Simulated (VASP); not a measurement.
# C (P6_3/mmc) in VASP: further runs

C is run at these levels: LDA; tasks: single point.

Everything below comes from runs of VASP 6.6.1. Logs are shortened: lines on timing, memory, paths and dates and some standing lists are left out, and cuts for length are marked.

### 1 The cell of the first run

It takes space group P6_3/mmc (No. 194, hexagonal). The conventional cell has a = 2.436 Å, b = 2.436 Å, c = 4.095 Å, α = 90.00°, β = 90.00°, γ = 120.00°. C (site symmetry 3m) has 4 C at 1.50 to 1.53 Å within 2.0 Å.

### 2 Single point, LDA (strained cell)

The input, INCAR:

```
SYSTEM = C
PREC = Accurate
ENCUT = 520
EDIFF = 1E-7
ISMEAR = 0
SIGMA = 0.02
LREAL = .False.
LASPH = .True.
NELM = 100
ALGO = Normal
ISIF = 2
LWAVE = .False.
LCHARG = .True.
LELF = .True.
LVHAR = .True.
NBANDS = 16
```

The input, KPOINTS:

```
regular mesh
0
Gamma
  9 9 6
  0 0 0
```

The input, POSCAR:

```
C
1.0
    2.4360557348      0.0000000000      0.0000000000
   -1.2180278674      2.1096861514      0.0000000000
    0.0000000000      0.0000000000      4.0945232323
C
4
Direct
    0.3333333333      0.6666666667      0.0001479122
    0.6666666667      0.3333333333      0.5001479122
    0.3333333333      0.6666666667      0.3738520878
    0.6666666667      0.3333333333      0.8738520878
```

Potentials or basis: VASP PAW LDA potentials, release 64 (C).

Launch:

```
$ cat potpaw_LDA.64/C/POTCAR > POTCAR
$ mpirun -np 1 vasp_std > vasp.out
```

OUTCAR:

```text
SYSTEM = C
   PREC = Accurate
   ENCUT = 520
   EDIFF = 1E-7
   ISMEAR = 0
   LREAL = .False.
   LASPH = .True.
   NELM = 100
   ISIF = 2

 ion  position               nearest neighbor table
   1  0.333  0.667  0.000-   4 1.50   4 1.50   4 1.50   3 1.53
   2  0.667  0.333  0.500-   3 1.50   3 1.50   3 1.50   4 1.53
   3  0.333  0.667  0.374-   2 1.50   2 1.50   2 1.50   1 1.53
   4  0.667  0.333  0.874-   1 1.50   1 1.50   1 1.50   2 1.53

  LATTYP: Found a hexagonal cell.
 ALAT       =     2.4360557348
 C/A-ratio  =     1.6808003092

  Lattice vectors:

 A1 = (   2.4360557348,   0.0000000000,   0.0000000000)
 A2 = (  -1.2180278674,   2.1096861514,   0.0000000000)
 A3 = (   0.0000000000,   0.0000000000,   4.0945232323)

Analysis of symmetry for initial positions (statically):
=====================================================================
 Subroutine PRICEL returns:
 Original cell was already a primitive cell.

 Routine SETGRP: Setting up the symmetry group for a
 hexagonal supercell.

 Subroutine GETGRP returns: Found 24 space group operations
 (whereof  6 operations were pure point group operations)
 out of a pool of 24 trial point group operations.

The static configuration has the point symmetry C_3v.
 The point group associated with its full space group is D_6h.

Analysis of symmetry for dynamics (positions and initial velocities):
=====================================================================
 Subroutine PRICEL returns:
 Original cell was already a primitive cell.

 Routine SETGRP: Setting up the symmetry group for a
 hexagonal supercell.

 Subroutine GETGRP returns: Found 24 space group operations
 (whereof  6 operations were pure point group operations)
 out of a pool of 24 trial point group operations.

The dynamic configuration has the point symmetry C_3v.
 The point group associated with its full space group is D_6h.

 Subroutine INISYM returns: Found 24 space group operations
 (whereof  6 operations are pure point group operations),
 and found     1 'primitive' translations

----------------------------------------------------------------------------------------

                                     Primitive cell

  volume of cell :      21.0430

  direct lattice vectors                    reciprocal lattice vectors
     2.436055735  0.000000000  0.000000000     0.410499639  0.237002077  0.000000000
[... 92 lines left out ...]
   EDIFFG = 0.1E-05   stopping-criterion for IOM
   NSW    =      0    number of steps for IOM
   IBRION =     -1    ionic relax: 0-MD 1-quasi-New 2-CG
   NFREE  =      0    steps in history (QN), initial steepest desc. (CG)
   ISIF   =      2    stress and relaxation
   ISYM   =      2    0-nonsym 1-usesym 2-fastsym
   POTIM  = 0.5000    time-step for ionic-motion
   TEBEG  =    0.0;   TEEND  =   0.0 temperature during run
   PSTRESS=    0.0 pullay stress
   NELECT =      16.0000    total number of electrons
   NUPDOWN=      -1.0000    fix difference up-down
   EMIN   =  10.00;   EMAX   =-10.00  energy-range for DOS
   EFERMI =   0.00;   METHOD = LEGACY
   ISMEAR =     0;   SIGMA  =   0.02  broadening in eV -4-tet -1-fermi 0-gaus
   EFERMI_NEDOS =   21; number of points for ismear=-14 and -15
   IALGO  =     38    algorithm
   IMIX   =      4    mixing-type and parameters
     AMIX     =   0.40;   BMIX     =  1.00
     AMIX_MAG =   1.60;   BMIX_MAG =  1.00
  volume/ion in A,a.u.               =       5.26        35.50
  Fermi-wavevector in a.u.,A,eV,Ry     =   1.494211  2.823650 30.377285  2.232667
  Thomas-Fermi vector in A             =   2.606513
   LORBIT       =      0    0 simple, 1 ext, 2 COOP (PROOUT), +10 PAW based schemes
   GGA     = CA    functional components
   LHFCALC =     F    Hartree Fock is set to
   AEXX    =    0.0000 exact exchange contribution
   IVDW    =     0    specifies the selected vdW correction
   LEPSILON=     F    determine dielectric tensor
   LRPA    =     F    only Hartree local field effects (RPA)
 non-spin polarized calculation
 Gauss-broadening in eV      SIGMA  =   0.02
  energy-cutoff  :      520.00
  volume of cell :       21.04
 maximum number of plane-waves:       592
 NGX is ok and might be reduce to    18
   NGX =  9   NGY =  9   NGZ = 15

 number of electron      15.9999997 magnetization

 Free energy of the ion-electron system (eV)
  ---------------------------------------------------
  ext. energy  EPLUGINS =         0.00000000
  ---------------------------------------------------
  free energy    TOTEN  =       -40.29336017 eV

  energy without entropy =      -40.29336017  energy(sigma->0) =      -40.29336017

 E-fermi :  11.3316     XC(G=0): -13.8620

 val. band max:       11.2032532910   @ k =   0.0000   0.0000   0.0000
 cond. band min:      13.9712795337   @ k =   0.3333   0.3333   0.0000
 fundamental gap:      2.7680262427
 Fermi energy:        11.3316369050

 k-point     1 :       0.0000    0.0000    0.0000
  band No.  band energies     occupation
      1     -11.5129      2.00000
      2      -5.5805      2.00000
      3      -3.4139      2.00000
      4       7.9848      2.00000
      5       7.9848      2.00000
      6      10.5682      2.00000
[... 433 lines left out ...]
      3      -0.6560      2.00000
      4       0.3552      2.00000
      5       0.3552      2.00000
      6       3.0216      2.00000
[... 8 lines left out ...]
     15      27.9175      0.00000
     16      27.9175      0.00000

 [... further k-points ...]

------------------------ aborting loop because EDIFF is reached ----------------------------------------

  FORCE on cell =-STRESS in cart. coord.  units (eV):
  Direction    XX          YY          ZZ          XY          YZ          ZX
  --------------------------------------------------------------------------------------
  -------------------------------------------------------------------------------------
  Total        4.0654431      4.0654431      2.3566128      0.0000000     -0.0000000      0.0000000
  in kB      309.5352074    309.5352074    179.4280764      0.0000000     -0.0000000      0.0000000
  external PRESSURE =     266.1661637 kB  Pullay stress =       0.0000000 kB

 VOLUME and BASIS-vectors are now :
 -----------------------------------------------------------------------------
  energy-cutoff  :      520.00
  volume of cell :       21.04
      direct lattice vectors                 reciprocal lattice vectors
     2.436055735  0.000000000  0.000000000     0.410499639  0.237002077  0.000000000
    -1.218027867  2.109686151  0.000000000     0.000000000  0.474004154  0.000000000
     0.000000000  0.000000000  4.094523232     0.000000000  0.000000000  0.244228679

 POSITION                                       TOTAL-FORCE (eV/Angst)
 -----------------------------------------------------------------------------------
     -0.00000      1.40646      0.00061         0.000000      0.000000      0.007413
      1.21803      0.70323      2.04787        -0.000000     -0.000000      0.007413
     -0.00000      1.40646      1.53075         0.000000     -0.000000     -0.007413
      1.21803      0.70323      3.57801        -0.000000     -0.000000     -0.007413
 -----------------------------------------------------------------------------------
    total drift:                               -0.000000      0.000000     -0.000029

  FREE ENERGIE OF THE ION-ELECTRON SYSTEM (eV)
  ---------------------------------------------------
  free  energy   TOTEN  =       -40.2933601709 eV

  energy  without entropy=      -40.2933601709  energy(sigma->0) =      -40.29336017
```

It took 12 s on 1 thread of AMD EPYC 9R14 (Zen 4), shared host; peak memory 0.09 GiB.

What came out:

```
Free energy            : -40.2934 eV
Pressure               : 26.6 GPa
Largest force          : 0.007 eV/Å
Band gap on the k mesh : 2.77 eV, indirect (least direct gap 5.13 eV)
```

Forces in eV/Å, atoms in the order of the input:
```
C    0.000  0.000  0.007
C    0.000  0.000  0.007
C    0.000  0.000 -0.007
C    0.000  0.000 -0.007
```

Stress tensor (GPa, compression positive):
```
30.95  0.00  0.00
 0.00 30.95  0.00
 0.00  0.00 17.94
```

Caveat: the cell differs from its parent crystal (strained cell).

### 3 Single point, LDA (strained cell)

The input, INCAR:

```
SYSTEM = C
PREC = Accurate ; ENCUT = 520
EDIFF = 1E-6 ; ISMEAR = 0
SIGMA = 0.02 ; LREAL = .FALSE.
LASPH = .TRUE. ; NELM = 100
ALGO = Normal ; ISIF = 2
LWAVE = .FALSE. ; LCHARG = .FALSE.
GGA = CA ; NBANDS = 16
```

The input, KPOINTS:

```
regular mesh
0
G
  9 9 6
  0 0 0
```

The input, POSCAR:

```
C
1.0
    2.4892434776      0.0000000000      0.0000000000
   -1.2446217388      2.1557480878      0.0000000000
    0.0000000000      0.0000000000      4.0945232323
C
4
Direct
    0.3333333333      0.6666666667     -0.0002685395
    0.6666666667      0.3333333333      0.4997314605
    0.3333333333      0.6666666667      0.3742685395
    0.6666666667      0.3333333333      0.8742685395
```

Potentials or basis: VASP PAW LDA potentials, release 64 (C).

Launch:

```
$ cat potpaw_LDA.64/C/POTCAR > POTCAR
$ mpirun -np 1 vasp_std > vasp.out
```

It took 14 s on 1 thread of AMD EPYC 9R14 (Zen 4), shared host; peak memory 0.09 GiB.

It converged, with:

```
Free energy            : -40.3775 eV
Pressure               : 4.3 GPa
Band gap on the k mesh : 3.02 eV, indirect (least direct gap 4.82 eV)
```

Stress tensor (GPa, compression positive):
```
-1.46  0.00  0.00
 0.00 -1.46  0.00
 0.00  0.00 15.94
```

Levels at points of the mesh, in eV from the valence-band top:
| k point | band 4 | band 5 | band 6 | band 7 | band 8 | band 9 | band 10 | band 11 | band 12 | band 13 |
| --- | --- | --- | --- | --- | --- | --- | --- | --- | --- | --- |
| (0.00, 0.00, 0.00) | -3.30 | -3.30 | -0.51 | 0.00 | 0.00 | 4.82 | 4.82 | 5.69 | 8.37 | 9.65 |
| (0.00, 0.00, 0.50) | -7.03 | -1.99 | -1.99 | -1.99 | -1.99 | 7.23 | 7.23 | 7.23 | 7.23 | 7.76 |

Caveat: the cell differs from its parent crystal (strained cell). A k mesh can miss the band edges.

### 4 Single point, LDA (strained cell)

The input, INCAR:

```
PREC     = Accurate       # precision mode
ENCUT    = 520            # plane-wave cutoff, eV
EDIFF    = 1E-6           # SCF threshold, eV
ISMEAR   = 0              # smearing method
SIGMA    = 0.02           # smearing width, eV
LREAL    = False          # projectors in reciprocal space
LASPH    = True           # aspherical terms in the spheres
NELM     = 60             # most SCF steps
ALGO     = Normal         # electronic algorithm
ISIF     = 2              # what is computed and relaxed
LWAVE    = False          # write WAVECAR
LCHARG   = True           # write CHGCAR
LELF     = True           # ELF
LVHAR    = True         
NBANDS   = 16             # bands
```

The input, KPOINTS:

```
regular mesh
0
Gamma
  9 9 6
```

The input, POSCAR:

```
C
1.0
    2.4839259520      0.0000000000      0.0000000000
   -1.2419629760      2.1511429755      0.0000000000
    0.0000000000      0.0000000000      4.0945232323
C
4
Direct
    0.3333333333      0.6666666667     -0.0002355119
    0.6666666667      0.3333333333      0.4997644881
    0.3333333333      0.6666666667      0.3742355119
    0.6666666667      0.3333333333      0.8742355119
```

Potentials or basis: VASP PAW LDA potentials, release 64 (C).

Launch:

```
$ cat potpaw_LDA.64/C/POTCAR > POTCAR
$ mpirun -np 1 vasp_std > vasp.out
```

OUTCAR:

```text
PREC = Accurate
   ENCUT = 520
   EDIFF = 1E-6
   ISMEAR = 0
   LREAL = False
   LASPH = True
   NELM = 60
   ISIF = 2

 ion  position               nearest neighbor table
   1  0.333  0.667  1.000-   4 1.52   4 1.52   4 1.52   3 1.53
   2  0.667  0.333  0.500-   3 1.52   3 1.52   3 1.52   4 1.53
   3  0.333  0.667  0.374-   2 1.52   2 1.52   2 1.52   1 1.53
   4  0.667  0.333  0.874-   1 1.52   1 1.52   1 1.52   2 1.53

  LATTYP: Found a hexagonal cell.
 ALAT       =     2.4839259520
 C/A-ratio  =     1.6484079282

  Lattice vectors:

 A1 = (   2.4839259520,   0.0000000000,   0.0000000000)
 A2 = (  -1.2419629760,   2.1511429755,   0.0000000000)
 A3 = (   0.0000000000,   0.0000000000,   4.0945232323)

Analysis of symmetry for initial positions (statically):
=====================================================================
 Subroutine PRICEL returns:
 Original cell was already a primitive cell.

 Routine SETGRP: Setting up the symmetry group for a
 hexagonal supercell.

 Subroutine GETGRP returns: Found 24 space group operations
[... 173 lines left out ...]
 val. band max:       10.5797510037   @ k =   0.0000   0.0000   0.0000
 cond. band min:      13.5753917076   @ k =   0.3333   0.3333   0.0000
 fundamental gap:      2.9956407039
 Fermi energy:        10.7912822665

 k-point     1 :       0.0000    0.0000    0.0000
  band No.  band energies     occupation
      1     -11.5674      2.00000
      2      -5.5798      2.00000
      3      -3.5470      2.00000
      4       7.2868      2.00000
      5       7.2868      2.00000
      6      10.0584      2.00000
[... 433 lines left out ...]
      3      -0.8409      2.00000
      4       0.0208      2.00000
      5       0.0208      2.00000
      6       2.8752      2.00000
[... 8 lines left out ...]
     15      26.4711      0.00000
     16      26.4711      0.00000

 [... further k-points ...]

------------------------ aborting loop because EDIFF is reached ----------------------------------------

  FORCE on cell =-STRESS in cart. coord.  units (eV):
  Direction    XX          YY          ZZ          XY          YZ          ZX
  --------------------------------------------------------------------------------------
  -------------------------------------------------------------------------------------
  Total        0.2062440      0.2062440      2.2009105      0.0000000     -0.0000000      0.0000000
  in kB       15.1036022     15.1036022    161.1764904      0.0000000     -0.0000000      0.0000000
  external PRESSURE =      63.7945650 kB  Pullay stress =       0.0000000 kB

 VOLUME and BASIS-vectors are now :
 -----------------------------------------------------------------------------
  energy-cutoff  :      520.00
  volume of cell :       21.88
      direct lattice vectors                 reciprocal lattice vectors
     2.483925952  0.000000000  0.000000000     0.402588491  0.232434573  0.000000000
    -1.241962976  2.151142975  0.000000000     0.000000000  0.464869147  0.000000000
     0.000000000  0.000000000  4.094523232     0.000000000  0.000000000  0.244228679

 POSITION                                       TOTAL-FORCE (eV/Angst)
 -----------------------------------------------------------------------------------
     -0.00000      1.43410      4.09356         0.000000      0.000000      0.000600
      1.24196      0.71705      2.04630        -0.000000     -0.000000      0.000600
     -0.00000      1.43410      1.53232        -0.000000      0.000000     -0.000600
      1.24196      0.71705      3.57958         0.000000     -0.000000     -0.000600
 -----------------------------------------------------------------------------------
    total drift:                               -0.000000      0.000000     -0.000038

  FREE ENERGIE OF THE ION-ELECTRON SYSTEM (eV)
  ---------------------------------------------------
  free  energy   TOTEN  =       -40.3772706971 eV

  energy  without entropy=      -40.3772706971  energy(sigma->0) =      -40.37727070
```

stdout:

```text
POSCAR found type information on POSCAR C
 POSCAR found :  1 types and       4 ions
 scaLAPACK will be used
 LDA part: xc-table for (Slater(with rela. corr.)+CA(PZ))
 , standard interpolation
 POSCAR, INCAR and KPOINTS ok, starting setup
 FFT: planning ... GRIDC
 FFT: planning ... GRID_SOFT
 FFT: planning ... GRID
 WAVECAR not read
 entering main loop
```

Run time: 12 s. Hardware: 1 thread of AMD EPYC 9R14 (Zen 4), shared host; peak memory 0.08 GiB.

What came out:

```
Free energy            : -40.3773 eV
Pressure               : 6.4 GPa
Band gap on the k mesh : 3.00 eV, indirect (least direct gap 4.86 eV)
```

Levels at points of the mesh, in eV from the valence-band top:
```
           k point  band 4  band 5  band 6  band 7  band 8  band 9  band 10  band 11  band 12  band 13
(0.00, 0.00, 0.00)   -3.29   -3.29   -0.52    0.00    0.00    4.86     4.86     5.65     8.48     9.68
(0.00, 0.00, 0.50)   -7.08   -1.99   -1.99   -1.99   -1.99    7.26     7.26     7.26     7.26     7.83
```

Caveat: the cell differs from its parent crystal (strained cell). A k mesh can miss the band edges.

### 5 Single point, LDA (strained cell)

The input, INCAR:

```
ALGO = Normal
EDIFF = 1E-7
ENCUT = 520
GGA = CA
ISIF = 2
ISMEAR = 0
LASPH = T
LCHARG = F
LREAL = F
LWAVE = F
NBANDS = 16
NELM = 80
PREC = Accurate
SIGMA = 0.02
```

The input, KPOINTS:

```
k-points
0
Gamma
  9 9 6
```

Edit POSCAR of step 4 so:

```diff
@@ -2,4 +2,4 @@
 1.0
-    2.4839259520      0.0000000000      0.0000000000
-   -1.2419629760      2.1511429755      0.0000000000
+    2.4834759259      0.0000000000      0.0000000000
+   -1.2417379630      2.1507532415      0.0000000000
     0.0000000000      0.0000000000      4.0945232323
```

Launch:

```
$ cat potpaw_LDA.64/C/POTCAR > POTCAR
$ mpirun -np 1 vasp_std > vasp.out
```

It used 7.9 s of CPU time on 1 thread of AMD EPYC 9R14 (Zen 4), on a shared host.

The run converged. Its results:

| Item | Value |
| --- | --- |
| Free energy | -40.3772 eV |
| Pressure | 6.6 GPa |
| Band gap on the k mesh | 2.99 eV, indirect (least direct gap 4.86 eV) |

Stress tensor (GPa, compression positive):
```
 1.77  0.00  0.00
 0.00  1.77  0.00
 0.00  0.00 16.13
```

Levels at points of the mesh, in eV from the valence-band top:
| k point | band 5 | band 6 | band 7 | band 8 | band 9 | band 10 | band 11 | band 12 |
| --- | --- | --- | --- | --- | --- | --- | --- | --- |
| (0.00, 0.00, 0.00) | -3.29 | -0.52 | 0.00 | 0.00 | 4.86 | 4.86 | 5.65 | 8.49 |
| (0.00, 0.00, 0.50) | -1.98 | -1.98 | -1.98 | -1.98 | 7.26 | 7.26 | 7.26 | 7.26 |

Caveat: the cell differs from its parent crystal (strained cell).

### 6 Overview

| cell | gap on the mesh (eV) | pressure (GPa) |
| --- | --- | --- |
| a = 2.436, b = 2.436, c = 4.095 Å, angles 90.0, 90.0, 120.0°, 4 atoms | 2.77 | 26.6 |
| a = 2.489, b = 2.489, c = 4.095 Å, angles 90.0, 90.0, 120.0°, 4 atoms | 3.02 | 4.3 |
| a = 2.484, b = 2.484, c = 4.095 Å, angles 90.0, 90.0, 120.0°, 4 atoms | 3.00 | 6.4 |
| a = 2.483, b = 2.483, c = 4.095 Å, angles 90.0, 90.0, 120.0°, 4 atoms | 2.99 | 6.6 |

Alike in all rows: task single point; level LDA; potentials or basis VASP PAW LDA potentials, release 64 (C); no spin polarisation; k mesh 9 × 9 × 6; cutoff (eV) 520; smearing gaussian 0.02 eV.

Absolute energies hang on the potentials; compare differences alone.
